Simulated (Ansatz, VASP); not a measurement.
## Ag in VASP and in Ansatz

INCAR

```
ALGO = Fast
EDIFF = 1E-6
ENCUT = 520
GGA = PE
ISIF = 2
ISMEAR = 0
LASPH = T
LCHARG = T
LELF = T
LREAL = Auto
LVHAR = T
LWAVE = F
NBANDS = 102
NELM = 100
PREC = Accurate
SIGMA = 0.1
```

File KPOINTS:

```
k-points
0
Gamma
  5 5 5
```

File POSCAR:

```
Ag
1.0
   -4.1474981826      4.1474981826     -4.1474981826
    4.1474981826      4.1474981826      4.1474981826
    4.1474981826     -4.1474981826     -4.1474981826
Ag
16
Direct
    0.2500000000      0.0000000000      0.7500000000
    0.0000000000      0.2500000000      0.7500000000
    0.5000000000      0.0000000000      0.5000000000
    0.7500000000      0.5000000000      0.7500000000
    0.2500000000      0.2500000000      0.5000000000
    0.5000000000      0.7500000000      0.7500000000
    0.0000000000      0.5000000000      0.5000000000
    0.7500000000      0.0000000000      0.2500000000
    0.5000000000      0.2500000000      0.2500000000
    0.7500000000      0.7500000000      0.5000000000
    0.0000000000      0.0000000000      0.0000000000
    0.2500000000      0.5000000000      0.2500000000
    0.0000000000      0.7500000000      0.2500000000
    0.7500000000      0.2500000000      0.0000000000
    0.5000000000      0.5000000000      0.0000000000
    0.2500000000      0.7500000000      0.0000000000
```

Input for Ansatz:

```yaml
crystal:
  lattice:
    - [-4.1474981826, 4.1474981826, -4.1474981826]
    - [4.1474981826, 4.1474981826, 4.1474981826]
    - [4.1474981826, -4.1474981826, -4.1474981826]
  atoms:
    - { symbol: Ag, position: [0.25, 0.0, 0.75] }
    - { symbol: Ag, position: [0.0, 0.25, 0.75] }
    - { symbol: Ag, position: [0.5, 0.0, 0.5] }
    - { symbol: Ag, position: [0.75, 0.5, 0.75] }
    - { symbol: Ag, position: [0.25, 0.25, 0.5] }
    - { symbol: Ag, position: [0.5, 0.75, 0.75] }
    - { symbol: Ag, position: [0.0, 0.5, 0.5] }
    - { symbol: Ag, position: [0.75, 0.0, 0.25] }
    - { symbol: Ag, position: [0.5, 0.25, 0.25] }
    - { symbol: Ag, position: [0.75, 0.75, 0.5] }
    - { symbol: Ag, position: [0.0, 0.0, 0.0] }
    - { symbol: Ag, position: [0.25, 0.5, 0.25] }
    - { symbol: Ag, position: [0.0, 0.75, 0.25] }
    - { symbol: Ag, position: [0.75, 0.25, 0.0] }
    - { symbol: Ag, position: [0.5, 0.5, 0.0] }
    - { symbol: Ag, position: [0.25, 0.75, 0.0] }
basis:
  ecutwfc: 420
  xc_grid: 2
kpoints:
  mp_grid: { grid: [5, 5, 5], shift: [0.0, 0.0, 0.0] }
hamiltonian:
  xc: pbe
scf:
  occupations: { method: gaussian, width: 0.1 }
output:
  forces: true
  stress: true
  eigenvalues: true
  write_density: true
  write_potential: true
  elf: true
  volumetric_format: npy
```

Alike in both runs: task single point; functional PBE; k mesh 5 × 5 × 5; occupations gaussian, width 0.1 eV; no spin polarisation.

```csv
,VASP,Ansatz
version,VASP 6.6.1,Ansatz 0.2.0
potentials or method,"VASP PAW PBE potentials, release 64 (Ag), cutoff 520 eV","scalar-relativistic, plane waves, PAW"
valence electrons in the cell,176,304
```

VASP gave:

| Item | Value |
| --- | --- |
| gap on the k mesh at the Fermi level (eV) | none |
| pressure (GPa) | -0.1 |

Task: What did Ansatz give for the same quantities?

Result: gap on the k mesh at the Fermi level (eV): none; pressure (GPa): 0.0.

A gap of «none» marks a metal or a gap that the smearing closes. VASP's potentials hold 176 valence electrons a cell and Ansatz's 304, so a difference there can come from the potentials and not from the codes.
